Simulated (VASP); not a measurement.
# Nb2SiO3 (P-4m2) in VASP: relaxation of cell and atoms with PBE

Aim: the relaxation of cell and atoms of Nb2SiO3 with PBE.

Everything below comes from runs of VASP 6.6.1. Logs are shortened: lines on timing, memory, paths and dates and some standing lists are left out, and cuts for length are marked.

### Step 1. The cell of the first run

It takes space group P-4m2 (No. 115, tetragonal). Conventional cell: a = 3.700 Å, b = 3.700 Å, c = 5.220 Å, α = 90.00°, β = 90.00°, γ = 90.00°. Within 3.0 Å of Nb (site symmetry 2mm) lie 2 Si at 2.26 Å and 6 O at 2.26 Å. Within 3.0 Å of Si (site symmetry -4m2) lie 4 Nb at 2.26 Å and 6 O at 2.61 to 2.62 Å. O (site symmetry -4m2) has 4 Nb at 2.26 Å and 2 Si at 2.61 Å and 4 O at 2.62 Å within 3.0 Å. O (site symmetry -4m2) has 4 Nb at 2.26 Å and 2 O at 2.61 Å and 4 Si at 2.62 Å within 3.0 Å. O (site symmetry -4m2) has 4 Nb at 2.26 Å and 6 O at 2.61 to 2.62 Å within 3.0 Å.

### Step 2. Relaxation of cell and atoms, PBE

Contents of INCAR:

```
SYSTEM = Nb2SiO3
ALGO = Normal
EDIFF = 1E-7
EDIFFG = -0.08
ENCUT = 600
GGA = PE
GGA_COMPAT = .FALSE.
IBRION = 2
ISIF = 3
ISMEAR = 0
LASPH = .TRUE.
LCHARG = .FALSE.
LREAL = .FALSE.
LWAVE = .FALSE.
NELM = 120
NELMIN = 4
NSW = 36
PREC = Accurate
SIGMA = 0.15
```

Contents of KPOINTS:

```
k-points
0
G
  3 3 3
  0 0 0
```

Contents of POSCAR:

```
Nb2SiO3
1.0
    3.7000000000      0.0000000000      0.0000000000
    0.0000000000      3.7000000000      0.0000000000
    0.0000000000      0.0000000000      5.2200000000
Nb Si O
2 1 3
Direct
    0.5000000000      0.0000000000      0.7500000000
    0.0000000000      0.5000000000      0.2500000000
    0.5000000000      0.5000000000      0.0000000000
    0.5000000000      0.5000000000      0.5000000000
    0.0000000000      0.0000000000      0.0000000000
    0.0000000000      0.0000000000      0.5000000000
```

Potentials or basis: VASP PAW PBE potentials, release 64 (Nb_sv, Si, O).

The run is started by

```bash
cat potpaw_PBE.64/Nb_sv/POTCAR potpaw_PBE.64/Si/POTCAR potpaw_PBE.64/O/POTCAR > POTCAR
mpirun -np 1 vasp_std > vasp.out
```

OUTCAR:

```text
SYSTEM = Nb2SiO3
   EDIFF = 1E-7
   EDIFFG = -0.08
   ENCUT = 600
   GGA = PE
   IBRION = 2
   ISIF = 3
   ISMEAR = 0
   LASPH = .TRUE.
   LREAL = .FALSE.
   NELM = 120
   NELMIN = 4
   NSW = 36
   PREC = Accurate

 ion  position               nearest neighbor table
   1  0.500  0.000  0.750-   3 2.26   4 2.26   5 2.26   6 2.26   3 2.26   4 2.26   5 2.26   6 2.26

   2  0.000  0.500  0.250-   3 2.26   4 2.26   5 2.26   6 2.26   5 2.26   6 2.26   3 2.26   4 2.26

   3  0.500  0.500  0.000-   1 2.26   2 2.26   1 2.26   2 2.26
   4  0.500  0.500  0.500-   1 2.26   2 2.26   1 2.26   2 2.26
   5  0.000  0.000  0.000-   1 2.26   2 2.26   2 2.26   1 2.26
   6  0.000  0.000  0.500-   1 2.26   2 2.26   2 2.26   1 2.26

  LATTYP: Found a simple tetragonal cell.
 ALAT       =     3.7000000000
 C/A-ratio  =     1.4108108108

  Lattice vectors:

 A1 = (   3.7000000000,   0.0000000000,   0.0000000000)
 A2 = (   0.0000000000,   3.7000000000,   0.0000000000)
 A3 = (   0.0000000000,   0.0000000000,   5.2200000000)

Analysis of symmetry for initial positions (statically):
=====================================================================
 Subroutine PRICEL returns:
 Original cell was already a primitive cell.

 Routine SETGRP: Setting up the symmetry group for a
 simple tetragonal supercell.

 Subroutine GETGRP returns: Found  8 space group operations
 (whereof  8 operations were pure point group operations)
 out of a pool of 16 trial point group operations.

The static configuration has the point symmetry D_2d.

Analysis of symmetry for dynamics (positions and initial velocities):
=====================================================================
 Subroutine PRICEL returns:
 Original cell was already a primitive cell.

 Routine SETGRP: Setting up the symmetry group for a
 simple tetragonal supercell.

 Subroutine GETGRP returns: Found  8 space group operations
 (whereof  8 operations were pure point group operations)
 out of a pool of 16 trial point group operations.

The dynamic configuration has the point symmetry D_2d.

 Subroutine INISYM returns: Found  8 space group operations
 (whereof  8 operations are pure point group operations),
 and found     1 'primitive' translations

----------------------------------------------------------------------------------------

                                     Primitive cell

  volume of cell :      71.4618

  direct lattice vectors                    reciprocal lattice vectors
     3.700000000  0.000000000  0.000000000     0.270270270  0.000000000  0.000000000
     0.000000000  3.700000000  0.000000000     0.000000000  0.270270270  0.000000000
     0.000000000  0.000000000  5.220000000     0.000000000  0.000000000  0.191570881

  length of vectors
     3.700000000  3.700000000  5.220000000     0.270270270  0.270270270  0.191570881

  position of ions in fractional coordinates (direct lattice)
     0.500000000  0.000000000  0.750000000
     0.000000000  0.500000000  0.250000000
     0.500000000  0.500000000  0.000000000
     0.500000000  0.500000000  0.500000000
     0.000000000  0.000000000  0.000000000
     0.000000000  0.000000000  0.500000000

  ion indices of the primitive-cell ions
   primitive index   ion index
                 1           1
                 2           2
                 3           3
                 4           4
                 5           5
                 6           6

----------------------------------------------------------------------------------------

 KPOINTS: k-points

Automatic generation of k-mesh.
 Grid dimensions read from file:
 generate k-points for:    3    3    3

 Generating k-lattice:

  Cartesian coordinates                     Fractional coordinates (reciprocal lattice)
     0.090090090  0.000000000  0.000000000     0.333333333  0.000000000  0.000000000
     0.000000000  0.090090090  0.000000000     0.000000000  0.333333333  0.000000000
     0.000000000  0.000000000  0.063856960     0.000000000  0.000000000  0.333333333

  Length of vectors
     0.090090090  0.090090090  0.063856960

  Shift w.r.t. Gamma in fractional coordinates (k-lattice)
     0.000000000  0.000000000  0.000000000

 Subroutine IBZKPT returns following result:
 ===========================================

 Found      6 irreducible k-points:

 Following reciprocal coordinates:
            Coordinates               Weight
  0.000000  0.000000  0.000000      1.000000
  0.333333  0.000000  0.000000      4.000000
  0.333333  0.333333  0.000000      4.000000
  0.000000  0.000000  0.333333      2.000000
  0.333333  0.000000  0.333333      8.000000
  0.333333  0.333333  0.333333      8.000000
   k-points           NKPTS =      6   k-points in BZ     NKDIM =      6   number of bands    NBANDS=     28
   number of dos      NEDOS =    301   number of ions     NIONS =      6
   total plane-waves  NPLWV =  37800
   dimension x,y,z NGX =    30 NGY =   30 NGZ =   42
   dimension x,y,z NGXF=    60 NGYF=   60 NGZF=   84
   ions per type =               2   1   3
   NGX,Y,Z   is equivalent  to a cutoff of  13.48, 13.48, 13.38 a.u.
   NGXF,Y,Z  is equivalent  to a cutoff of  26.96, 26.96, 26.75 a.u.
 SYSTEM =  Nb2SiO3
   PREC   = accura    normal or accurate (medium, high low for compatibility)
   ISTART =      0    job   : 0-new  1-cont  2-samecut
   ICHARG =      2    charge: 1-file 2-atom 10-const
   ISPIN  =      1    spin polarized calculation?
   LNONCOLLINEAR =      F non collinear calculations
   LSORBIT =      F    spin-orbit coupling
   LASPH  =      T    aspherical Exc in radial PAW
   ENCUT  =  600.0 eV  44.10 Ry    6.64 a.u.   7.39  7.39 10.43*2*pi/ulx,y,z
   NELM   =    120;   NELMIN=  4; NELMDL= -5     # of ELM steps
   EDIFF  = 0.1E-06   stopping-criterion for ELM
   LREAL  =      F    real-space projection
   EDIFFG = -.8E-01   stopping-criterion for IOM
   NSW    =     36    number of steps for IOM
   IBRION =      2    ionic relax: 0-MD 1-quasi-New 2-CG
   NFREE  =      1    steps in history (QN), initial steepest desc. (CG)
   ISIF   =      3    stress and relaxation
   ISYM   =      2    0-nonsym 1-usesym 2-fastsym
   POTIM  = 0.5000    time-step for ionic-motion
   TEBEG  =    0.0;   TEEND  =   0.0 temperature during run
   PSTRESS=    0.0 pullay stress
   NELECT =      48.0000    total number of electrons
   NUPDOWN=      -1.0000    fix difference up-down
   EMIN   =  10.00;   EMAX   =-10.00  energy-range for DOS
   EFERMI =   0.00;   METHOD = LEGACY
   ISMEAR =     0;   SIGMA  =   0.15  broadening in eV -4-tet -1-fermi 0-gaus
   EFERMI_NEDOS =   21; number of points for ismear=-14 and -15
   IALGO  =     38    algorithm
   IMIX   =      4    mixing-type and parameters
     AMIX     =   0.40;   BMIX     =  1.00
     AMIX_MAG =   1.60;   BMIX_MAG =  1.00
  volume/ion in A,a.u.               =      11.91        80.37
  Fermi-wavevector in a.u.,A,eV,Ry     =   1.433719  2.709335 27.967443  2.055549
  Thomas-Fermi vector in A             =   2.553206
   LORBIT       =      0    0 simple, 1 ext, 2 COOP (PROOUT), +10 PAW based schemes
   GGA     = PE    functional components
   LHFCALC =     F    Hartree Fock is set to
   AEXX    =    0.0000 exact exchange contribution
   IVDW    =     0    specifies the selected vdW correction
   LEPSILON=     F    determine dielectric tensor
   LRPA    =     F    only Hartree local field effects (RPA)
 conjugate gradient relaxation of ions
 non-spin polarized calculation
 Gauss-broadening in eV      SIGMA  =   0.15
  energy-cutoff  :      600.00
  volume of cell :       71.46
 maximum number of plane-waves:      2429
 NGX is ok and might be reduce to    30
   NGX = 15   NGY = 15   NGZ = 21

--------------------------------------- Ionic step        1  -------------------------------------------

 number of electron      47.9999988 magnetization

 Free energy of the ion-electron system (eV)
  ---------------------------------------------------
  ext. energy  EPLUGINS =         0.00000000
  ---------------------------------------------------
  free energy    TOTEN  =       -45.20067912 eV

  energy without entropy =      -45.18386390  energy(sigma->0) =      -45.19227151

------------------------ aborting loop because EDIFF is reached ----------------------------------------

  FORCE on cell =-STRESS in cart. coord.  units (eV):
  Direction    XX          YY          ZZ          XY          YZ          ZX
  --------------------------------------------------------------------------------------
  -------------------------------------------------------------------------------------
  Total        9.5808503      9.5808503      7.5243161      0.0000000      0.0000000      0.0000000
  in kB      214.8031700    214.8031700    168.6955633      0.0000000      0.0000000      0.0000000
  external PRESSURE =     199.4339678 kB  Pullay stress =       0.0000000 kB
[... 101 lines left out ...]
  FREE ENERGIE OF THE ION-ELECTRON SYSTEM (eV)
  ---------------------------------------------------
  free  energy   TOTEN  =       -46.2747349168 eV

  energy  without entropy=      -46.2243103941  energy(sigma->0) =      -46.24952266

 E-fermi :  10.7670     XC(G=0): -12.1070

 val. band max:       10.7219969554   @ k =   0.3333   0.3333   0.0000
 cond. band min:      11.0231781467   @ k =   0.0000   0.0000   0.0000
 fundamental gap:      0.3011811912
 Fermi energy:        10.7670038142

 k-point     1 :       0.0000    0.0000    0.0000
  band No.  band energies     occupation
      1     -45.5265      2.00000
      2     -45.3714      2.00000
      3     -22.0661      2.00000
      4     -21.9446      2.00000
      5     -21.9446      2.00000
      6     -21.5032      2.00000
[... 175 lines left out ...]
     27      12.6411      0.00000
     28      12.8925      0.00000

[... ionic steps 4 to 23 ...]

--------------------------------------- Ionic step       24  -------------------------------------------

 number of electron      48.0000012 magnetization

------------------------ aborting loop because EDIFF is reached ----------------------------------------

  FORCE on cell =-STRESS in cart. coord.  units (eV):
  Direction    XX          YY          ZZ          XY          YZ          ZX
  --------------------------------------------------------------------------------------
  -------------------------------------------------------------------------------------
  Total        0.0208571      0.0208571     -0.2084327      0.0000000      0.0000000     -0.0000000
  in kB        0.4458643      0.4458643     -4.4556795      0.0000000      0.0000000     -0.0000000
  external PRESSURE =      -1.1879836 kB  Pullay stress =       0.0000000 kB
[... 65 lines left out ...]
  energy  without entropy=      -47.3505246706  energy(sigma->0) =      -47.38019178

--------------------------------------- Ionic step       26  -------------------------------------------

 number of electron      48.0000014 magnetization

 Free energy of the ion-electron system (eV)
  ---------------------------------------------------
  ext. energy  EPLUGINS =         0.00000000
  ---------------------------------------------------
  free energy    TOTEN  =       -47.41033374 eV

  energy without entropy =      -47.35038064  energy(sigma->0) =      -47.38035719

 E-fermi :   9.5698     XC(G=0): -11.7561

 val. band max:        9.4159786380   @ k =   0.3333   0.0000   0.0000
 cond. band min:       9.5720022679   @ k =   0.3333   0.0000   0.3333
 fundamental gap:      0.1560236298
 Fermi energy:         9.5698406160

 k-point     1 :       0.0000    0.0000    0.0000
  band No.  band energies     occupation
      1     -46.6527      2.00000
      2     -46.6266      2.00000
      3     -23.0321      2.00000
      4     -22.6771      2.00000
      5     -22.6750      2.00000
      6     -22.6750      2.00000
[... 208 lines left out ...]
  FREE ENERGIE OF THE ION-ELECTRON SYSTEM (eV)
  ---------------------------------------------------
  free  energy   TOTEN  =       -47.4103337385 eV

  energy  without entropy=      -47.3503806376  energy(sigma->0) =      -47.38035719

 reached required accuracy - stopping structural energy minimisation
```

Run time: 13 min. Hardware: 1 thread of Intel Xeon 8259CL, shared host; peak memory 0.2 GiB.

Results:

```
Free energy                           : -47.4103 eV
Relaxed volume                        : 12.47 Å³/atom
Relaxed cell                          : a = 3.378 Å, b = 3.378 Å, c = 6.556 Å, α = 90.00°, β = 90.00°, γ = 90.00°
Space group after relaxing (to 0.1 Å) : P-4m2 (No. 115)
Energy gained by relaxing             : 368.3 meV/atom
Ionic steps                           : 26
Pressure after relaxing               : 0.0 GPa
Largest force after relaxing          : 0.020 eV/Å
Band gap on the k mesh                : zero (bands 24 and 25 overlap by 0.35 eV)
```

Forces in eV/Å, atoms in the order of the input:
```
Nb   0.000  0.000 -0.020
Nb   0.000  0.000  0.020
Si   0.000  0.000  0.000
O    0.000  0.000  0.000
O    0.000  0.000  0.000
O    0.000  0.000  0.000
```

Stress tensor (GPa, compression positive):
```
 0.13  0.00  0.00
 0.00  0.13  0.00
 0.00  0.00 -0.36
```

The path:
```
step  energy change (eV)  largest force (eV/Å)  pressure (GPa)  volume (Å³)
   1              0.0000                4.4967           19.94        71.46
   2             -0.7615                0.8192          -15.86        87.91
   3             -1.0741                1.4043           -5.97        81.21
   4             -1.4538                1.2007           -0.09        78.09
   5             -0.5067                3.9313           37.57        69.04
   6             -1.6313                0.9096            4.27        76.27
   7             -1.6524                0.3579           13.72        73.41
   8             -1.6945                0.3862            8.64        74.82
   9             -1.8338                0.4162            8.06        75.36
  10             -1.8540                0.9919            8.13        75.69
  11             -1.9623                0.6797            2.22        77.85
  12             -1.9889                0.4328           -2.43        79.80
  13             -2.0217                0.3864           -2.29        79.59
  14             -2.0902                0.0889           -1.88        78.94
  15             -2.1382                0.1654           -1.87        77.48
  16             -1.6063                4.2005           -3.12        73.95
  17             -2.1384                0.4055           -2.29        77.29
  18             -2.1544                0.1641            3.00        75.07
  19             -2.1584                0.0231            1.30        75.75
  20             -2.1770                0.1648            0.74        75.74
  21             -2.1928                0.5862           -0.21        75.66
  22             -2.2030                0.3045           -1.18        75.57
  23             -2.2033                0.2470           -1.34        75.55
  24             -2.2087                0.1404           -0.12        74.95
  25             -2.2092                0.0970            0.37        74.72
  26             -2.2097                0.0198           -0.03        74.82
```

Final structure:
```
Nb Si O
1.0
     3.37840    0.00000    0.00000
     0.00000    3.37840    0.00000
     0.00000    0.00000    6.55566
Nb Si O
2 1 3
Direct
  0.50000 0.00000 0.69517
  0.00000 0.50000 0.30483
  0.50000 0.50000 0.00000
  0.50000 0.50000 0.50000
  0.00000 0.00000 0.00000
  0.00000 0.00000 0.50000
```

Caveat: the k points lie up to 0.62 Å⁻¹ apart in the final cell; a cell axis changed by over 15 % at a fixed basis, so the end point is rough.
